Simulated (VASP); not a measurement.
A run of VASP 6.6.1 is set up as follows.

INCAR

```
PREC = Accurate
ENCUT = 520
EDIFF = 1E-6
ISMEAR = -1
SIGMA = 0.1
LREAL = False
LASPH = True
NELM = 60
ALGO = Normal
ISIF = 2
LWAVE = False
LCHARG = False
GGA = CA
NBANDS = 18
```

File KPOINTS:

```
regular mesh
0
Gamma
  4 4 4
```

Contents of POSCAR:

```
Yb
1.0
    0.0000000000      2.4569516026      2.4569516026
    2.4569516026      0.0000000000      2.4569516026
    2.4569516026      2.4569516026      0.0000000000
Yb
1
Direct
    0.0000000000      0.0000000000      0.0000000000
```

Potentials or basis: VASP PAW PBE potentials, release 64 (Yb).

Run with:

```console
$ cat potpaw_PBE.64/Yb/POTCAR > POTCAR
$ mpirun -np 1 vasp_std > vasp.out
```

(1) Predict the band gap on the k mesh.

(2) What does it give for the pressure?

Answers

(1) zero (bands 12 and 13 overlap by 0.19 eV).

(2) -0.6 GPa.

Caveat: the k points lie up to 0.55 Å⁻¹ apart; the PAW data sets were made with another functional, which shifts forces and pressure a little; spin-orbit coupling is left out, which moves the levels of the heavy elements.
